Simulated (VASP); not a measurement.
# LiF (F-43m) in VASP: notebook, part 2 of 2

VASP 6.6.1. The steps go on from the part before.

## (3) Single point, PBEsol

Contents of INCAR:

```
PREC = Accurate ; ENCUT = 520
EDIFF = 1E-6 ; ISMEAR = 0
SIGMA = 0.01 ; LREAL = F
LASPH = T ; NELM = 80
ALGO = Normal ; ISIF = 2
LWAVE = F ; LCHARG = T
GGA = PS ; LELF = T
LVHAR = T ; NBANDS = 12
```

Contents of KPOINTS:

```
regular mesh
0
Gamma
  10 10 10
```

Contents of POSCAR:

```
LiF
1.0
    0.0000000000      2.1446105498      2.1446105498
    2.1446105498      0.0000000000      2.1446105498
    2.1446105498      2.1446105498      0.0000000000
Li F
1 1
Direct
    0.0000000000      0.0000000000      0.0000000000
    0.2500000000      0.2500000000      0.2500000000
```

Potentials or basis: VASP PAW PBE potentials, release 64 (Li_sv, F).

Run with:

```
> cat potpaw_PBE.64/Li_sv/POTCAR potpaw_PBE.64/F/POTCAR > POTCAR
> mpirun -np 1 vasp_std > vasp.out
```

OUTCAR:

```text
PREC = Accurate
   ENCUT = 520
   EDIFF = 1E-6
   ISMEAR = 0
   LREAL = F
   LASPH = T
   NELM = 80
   ISIF = 2
   GGA = PS

 ion  position               nearest neighbor table
   1  0.000  0.000  0.000-   2 1.86   2 1.86   2 1.86   2 1.86
   2  0.250  0.250  0.250-   1 1.86   1 1.86   1 1.86   1 1.86

  LATTYP: Found a face centered cubic cell.
 ALAT       =     4.2892210996

  Lattice vectors:

 A1 = (   0.0000000000,   2.1446105498,   2.1446105498)
 A2 = (   2.1446105498,   0.0000000000,   2.1446105498)
 A3 = (   2.1446105498,   2.1446105498,   0.0000000000)

Analysis of symmetry for initial positions (statically):
=====================================================================
 Subroutine PRICEL returns:
 Original cell was already a primitive cell.

 Routine SETGRP: Setting up the symmetry group for a
 face centered cubic supercell.

 Subroutine GETGRP returns: Found 24 space group operations
 (whereof 24 operations were pure point group operations)
 out of a pool of 48 trial point group operations.

The static configuration has the point symmetry T_d .

Analysis of symmetry for dynamics (positions and initial velocities):
=====================================================================
 Subroutine PRICEL returns:
 Original cell was already a primitive cell.

 Routine SETGRP: Setting up the symmetry group for a
 face centered cubic supercell.

 Subroutine GETGRP returns: Found 24 space group operations
 (whereof 24 operations were pure point group operations)
 out of a pool of 48 trial point group operations.

The dynamic configuration has the point symmetry T_d .

 Subroutine INISYM returns: Found 24 space group operations
 (whereof 24 operations are pure point group operations),
 and found     1 'primitive' translations

----------------------------------------------------------------------------------------

                                     Primitive cell

  volume of cell :      19.7276

  direct lattice vectors                    reciprocal lattice vectors
     0.000000000  2.144610550  2.144610550    -0.233142563  0.233142563  0.233142563
     2.144610550  0.000000000  2.144610550     0.233142563 -0.233142563  0.233142563
     2.144610550  2.144610550  0.000000000     0.233142563  0.233142563 -0.233142563

  length of vectors
     3.032937326  3.032937326  3.032937326     0.403814764  0.403814764  0.403814764

  position of ions in fractional coordinates (direct lattice)
     0.000000000  0.000000000  0.000000000
     0.250000000  0.250000000  0.250000000

  ion indices of the primitive-cell ions
   primitive index   ion index
                 1           1
                 2           2

----------------------------------------------------------------------------------------

 KPOINTS: regular mesh

Automatic generation of k-mesh.
 Grid dimensions read from file:
 generate k-points for:   10   10   10

 Generating k-lattice:

  Cartesian coordinates                     Fractional coordinates (reciprocal lattice)
    -0.023314256  0.023314256  0.023314256     0.100000000  0.000000000  0.000000000
     0.023314256 -0.023314256  0.023314256     0.000000000  0.100000000  0.000000000
     0.023314256  0.023314256 -0.023314256     0.000000000  0.000000000  0.100000000

  Length of vectors
     0.040381476  0.040381476  0.040381476

  Shift w.r.t. Gamma in fractional coordinates (k-lattice)
     0.000000000  0.000000000  0.000000000

 Subroutine IBZKPT returns following result:
 ===========================================

 Found     47 irreducible k-points:

 Following reciprocal coordinates:
            Coordinates               Weight
  0.000000  0.000000  0.000000      1.000000
  0.100000  0.000000  0.000000      8.000000
  0.200000  0.000000  0.000000      8.000000
  0.300000  0.000000  0.000000      8.000000
  0.400000  0.000000  0.000000      8.000000
  0.500000  0.000000  0.000000      4.000000
[... 16 lines left out ...]
  0.300000  0.300000  0.000000      6.000000
  0.400000  0.300000  0.000000     24.000000
 [... further k-points ...]
   k-points           NKPTS =     47   k-points in BZ     NKDIM =     47   number of bands    NBANDS=     12
   number of dos      NEDOS =    301   number of ions     NIONS =      2
   total plane-waves  NPLWV =  13824
   dimension x,y,z NGX =    24 NGY =   24 NGZ =   24
   dimension x,y,z NGXF=    48 NGYF=   48 NGZF=   48
   ions per type =               1   1
   NGX,Y,Z   is equivalent  to a cutoff of  13.16, 13.16, 13.16 a.u.
   NGXF,Y,Z  is equivalent  to a cutoff of  26.31, 26.31, 26.31 a.u.
 SYSTEM =  unknown system
   PREC   = accura    normal or accurate (medium, high low for compatibility)
   ISTART =      0    job   : 0-new  1-cont  2-samecut
   ICHARG =      2    charge: 1-file 2-atom 10-const
   ISPIN  =      1    spin polarized calculation?
   LNONCOLLINEAR =      F non collinear calculations
   LSORBIT =      F    spin-orbit coupling
   LASPH  =      T    aspherical Exc in radial PAW
   ENCUT  =  520.0 eV  38.22 Ry    6.18 a.u.   5.64  5.64  5.64*2*pi/ulx,y,z
   NELM   =     80;   NELMIN=  2; NELMDL= -5     # of ELM steps
   EDIFF  = 0.1E-05   stopping-criterion for ELM
   LREAL  =      F    real-space projection
   EDIFFG = 0.1E-04   stopping-criterion for IOM
   NSW    =      0    number of steps for IOM
   IBRION =     -1    ionic relax: 0-MD 1-quasi-New 2-CG
   NFREE  =      0    steps in history (QN), initial steepest desc. (CG)
   ISIF   =      2    stress and relaxation
   ISYM   =      2    0-nonsym 1-usesym 2-fastsym
   POTIM  = 0.5000    time-step for ionic-motion
   TEBEG  =    0.0;   TEEND  =   0.0 temperature during run
   PSTRESS=    0.0 pullay stress
   NELECT =      10.0000    total number of electrons
   NUPDOWN=      -1.0000    fix difference up-down
   EMIN   =  10.00;   EMAX   =-10.00  energy-range for DOS
   EFERMI =   0.00;   METHOD = LEGACY
   ISMEAR =     0;   SIGMA  =   0.01  broadening in eV -4-tet -1-fermi 0-gaus
   EFERMI_NEDOS =   21; number of points for ismear=-14 and -15
   IALGO  =     38    algorithm
   IMIX   =      4    mixing-type and parameters
     AMIX     =   0.40;   BMIX     =  1.00
     AMIX_MAG =   1.60;   BMIX_MAG =  1.00
  volume/ion in A,a.u.               =       9.86        66.56
  Fermi-wavevector in a.u.,A,eV,Ry     =   1.305318  2.466694 23.182363  1.703856
  Thomas-Fermi vector in A             =   2.436195
   LORBIT       =      0    0 simple, 1 ext, 2 COOP (PROOUT), +10 PAW based schemes
   GGA     = PS    functional components
   LHFCALC =     F    Hartree Fock is set to
   AEXX    =    0.0000 exact exchange contribution
   IVDW    =     0    specifies the selected vdW correction
   LEPSILON=     F    determine dielectric tensor
   LRPA    =     F    only Hartree local field effects (RPA)
 non-spin polarized calculation
 Gauss-broadening in eV      SIGMA  =   0.01
  energy-cutoff  :      520.00
  volume of cell :       19.73
 maximum number of plane-waves:       544
   NGX = 11   NGY = 11   NGZ = 11

 number of electron      10.0000000 magnetization

 number of electron       9.9999987 magnetization

 Free energy of the ion-electron system (eV)
  ---------------------------------------------------
  ext. energy  EPLUGINS =         0.00000000
  ---------------------------------------------------
  free energy    TOTEN  =        -9.77864374 eV

  energy without entropy =       -9.77864374  energy(sigma->0) =       -9.77864374

 E-fermi :  -2.3946     XC(G=0):  -9.0658

 val. band max:       -2.6068923213   @ k =   0.0000   0.0000   0.0000
 cond. band min:       5.1376705367   @ k =   0.0000   0.0000   0.0000
 fundamental gap:      7.7445628580
 Fermi energy:        -2.3945594011

 k-point     1 :       0.0000    0.0000    0.0000
  band No.  band energies     occupation
      1     -42.2697      2.00000
      2     -21.8247      2.00000
      3      -2.6069      2.00000
      4      -2.6069      2.00000
      5      -2.6069      2.00000
      6       5.1377      0.00000
      7      16.7482      0.00000
      8      16.7482      0.00000
      9      16.7483      0.00000
     10      25.3470      0.00000
     11      25.3470      0.00000
     12      25.3470      0.00000
[... 331 lines left out ...]
 k-point    24 :       0.4000    0.3000    0.0000
  band No.  band energies     occupation
      1     -42.2251      2.00000
      2     -21.6323      2.00000
      3      -3.9280      2.00000
      4      -3.2503      2.00000
      5      -3.2358      2.00000
      6       7.7216      0.00000
      7      13.8592      0.00000
      8      16.6318      0.00000
      9      16.7311      0.00000
     10      18.5089      0.00000
     11      25.4999      0.00000
     12      29.0735      0.00000

 [... further k-points ...]
[... 5 lines left out ...]
  --------------------------------------------------------------------------------------
  -------------------------------------------------------------------------------------
  Total        0.1057898      0.1057898      0.1057898     -0.0000000     -0.0000000     -0.0000000
  in kB        8.5917027      8.5917027      8.5917027     -0.0000000     -0.0000000     -0.0000000
  external PRESSURE =       8.5917027 kB  Pullay stress =       0.0000000 kB

 VOLUME and BASIS-vectors are now :
 -----------------------------------------------------------------------------
  energy-cutoff  :      520.00
  volume of cell :       19.73
      direct lattice vectors                 reciprocal lattice vectors
     0.000000000  2.144610550  2.144610550    -0.233142563  0.233142563  0.233142563
     2.144610550  0.000000000  2.144610550     0.233142563 -0.233142563  0.233142563
     2.144610550  2.144610550  0.000000000     0.233142563  0.233142563 -0.233142563

 POSITION                                       TOTAL-FORCE (eV/Angst)
 -----------------------------------------------------------------------------------
      0.00000      0.00000      0.00000        -0.000000     -0.000000     -0.000000
      1.07231      1.07231      1.07231         0.000000      0.000000      0.000000
 -----------------------------------------------------------------------------------
    total drift:                               -0.000000     -0.000000     -0.000000

  FREE ENERGIE OF THE ION-ELECTRON SYSTEM (eV)
  ---------------------------------------------------
  free  energy   TOTEN  =        -9.7786437400 eV

  energy  without entropy=       -9.7786437400  energy(sigma->0) =       -9.77864374
```

OSZICAR:

```text
N       E                     dE             d eps       ncg     rms          rms(c)
DAV:   1     0.347188405873E+02    0.34719E+02   -0.53643E+03  1136   0.829E+02
DAV:   2    -0.902045493439E+01   -0.43739E+02   -0.42809E+02  1372   0.187E+02
DAV:   3    -0.103763123498E+02   -0.13559E+01   -0.13531E+01  1420   0.294E+01
DAV:   4    -0.103935289258E+02   -0.17217E-01   -0.17215E-01  1340   0.369E+00
DAV:   5    -0.103938039779E+02   -0.27505E-03   -0.27505E-03  1460   0.366E-01    0.476E+00
DAV:   6    -0.976170872756E+01    0.63210E+00   -0.29673E+00  1236   0.105E+01    0.163E+00
DAV:   7    -0.976508867361E+01   -0.33799E-02   -0.22961E-02  1368   0.138E+00    0.989E-01
DAV:   8    -0.977844933208E+01   -0.13361E-01   -0.22563E-02  1384   0.152E+00    0.180E-01
DAV:   9    -0.977836220471E+01    0.87127E-04   -0.17687E-03  1384   0.347E-01    0.604E-02
DAV:  10    -0.977864561383E+01   -0.28341E-03   -0.42571E-04  1308   0.137E-01    0.203E-02
DAV:  11    -0.977864318519E+01    0.24286E-05   -0.11671E-05  1340   0.310E-02    0.576E-03
DAV:  12    -0.977864373997E+01   -0.55478E-06   -0.20409E-06  1352   0.121E-02
   1 F= -.97786437E+01 E0= -.97786437E+01  d E =0.000000E+00
```

It took 6.5 s on 1 thread of Intel Xeon Platinum 8488C (Sapphire Rapids), shared host; peak memory 0.13 GiB.

What came out:

| Quantity | Value |
| --- | --- |
| Free energy | -9.7786 eV |
| Band gap on the k mesh | 7.74 eV, direct |

Levels at points of the mesh, in eV from the valence-band top:
```csv
k point,band 2,band 3,band 4,band 5,band 6,band 7,band 8,band 9
"(0.00, 0.00, 0.00)",-19.22,0.00,0.00,0.00,7.74,19.36,19.36,19.36
"(0.50, 0.00, 0.00)",-19.03,-2.03,-0.26,-0.26,11.79,14.82,18.99,18.99
"(0.50, 0.50, 0.00)",-18.98,-1.43,-0.82,-0.82,10.39,15.78,19.39,19.39
```

Caveat: the cutoff is under 1.25 times the usual one of these potentials, so pressure, stress and relaxed cells hold a basis-set (Pulay) error; the PAW data sets were made with another functional, which shifts forces and pressure a little.
